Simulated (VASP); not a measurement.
Mg2H2O3: single point with PBEsol

The system is Mg2H2O3.

```
Mg H O
1.0
    -3.11585   -5.39681    0.00000
     4.67378   -2.69841    0.00000
     0.00000    0.00000    7.78710
Mg H O
8 8 12
Direct
  0.50582 0.67187 0.84009
  0.48330 0.32212 0.16562
  0.24132 0.17990 0.83298
  0.26396 0.84089 0.16506
  0.01498 0.65615 0.82445
  0.98286 0.33016 0.16742
  0.74892 0.13842 0.85847
  0.75323 0.80790 0.15618
  0.50242 0.34659 0.57347
  0.49573 0.75432 0.42348
  0.26066 0.90093 0.57304
  0.22447 0.23069 0.40324
  0.03939 0.30781 0.57885
  0.94453 0.62255 0.39170
  0.64224 0.81954 0.59432
  0.76910 0.20302 0.42184
  0.49496 0.35116 0.69464
  0.51962 0.68766 0.31173
  0.74487 0.49626 0.00225
  0.24914 0.84150 0.68854
  0.25108 0.16572 0.29462
  0.49065 0.98949 0.99358
  0.01745 0.29982 0.69908
  0.98407 0.67995 0.28325
  0.24377 0.50898 0.00396
  0.72924 0.84213 0.69376
  0.75577 0.15682 0.30552
  0.99544 0.02847 0.00564
```

```
Program             : VASP 6.6.1
Task                : single point
Functional          : PBEsol
Potentials or basis : VASP PAW PBE potentials, release 64 (Mg, H, O)
Cutoff              : 520 eV
k mesh              : 2 × 2 × 1
Occupations         : fermi-dirac, width 0.05 eV
Spin                : no spin polarisation
```

```yaml
Pressure: -2.1 GPa
Largest_force: 2.560 eV/Å
Band_gap_on_the_k_mesh: 3.13 eV, direct
```

Forces in eV/Å, atoms in the order of the input:
```
Mg  -0.228  0.737  0.158
Mg   0.032 -1.228 -0.517
Mg  -1.518 -0.799  1.130
Mg  -0.096  1.020 -0.410
Mg   0.275  0.380  0.036
Mg  -0.074 -0.415 -1.198
Mg   1.182 -0.319 -1.098
Mg   1.401 -0.251 -0.370
H   -0.035 -0.135 -1.412
H    0.217  0.138  0.755
H    0.171  0.247 -0.737
H    0.549 -0.205  2.274
H    0.105  0.079 -1.134
H    0.150  0.483  2.429
H    0.072 -0.080 -0.914
H    0.035  0.105  1.754
O   -0.281  0.189  2.290
O   -0.468  1.132 -1.550
O    0.065  0.259 -0.298
O   -0.423  0.089  1.524
O   -0.435  0.267 -1.813
O    0.350 -0.459  0.759
O    1.956  0.686  0.947
O   -1.504 -1.515 -1.413
O   -0.151 -0.344 -0.347
O   -0.798 -0.999  1.638
O    0.519  0.386 -2.092
O   -1.067  0.552 -0.391
```

Stress tensor (GPa, compression positive):
```
-3.55  0.88 -0.51
 0.88 -3.56  0.02
-0.51  0.02  0.95
```

Levels at points of the mesh, in eV from the valence-band top:
| k point | band 45 | band 46 | band 47 | band 48 | band 49 | band 50 | band 51 | band 52 |
| --- | --- | --- | --- | --- | --- | --- | --- | --- |
| (0.00, 0.00, 0.00) | -0.54 | -0.53 | -0.02 | 0.00 | 3.13 | 5.81 | 6.27 | 6.93 |
| (0.50, 0.00, 0.00) | -0.67 | -0.56 | -0.39 | -0.24 | 4.44 | 4.72 | 7.01 | 7.14 |
| (0.00, 0.50, 0.00) | -0.58 | -0.53 | -0.40 | -0.19 | 4.60 | 5.02 | 7.00 | 7.09 |
| (0.50, 0.50, 0.00) | -0.69 | -0.61 | -0.53 | -0.43 | 4.99 | 5.52 | 5.90 | 6.62 |

It took 83 s on 1 thread of Intel(R) Xeon(R) 6975P-C (Granite Rapids), with other jobs on the host, peak memory 0.34 GiB.

Caveat: the k points lie up to 0.81 Å⁻¹ apart; the PAW data sets were made with another functional, which shifts forces and pressure a little.
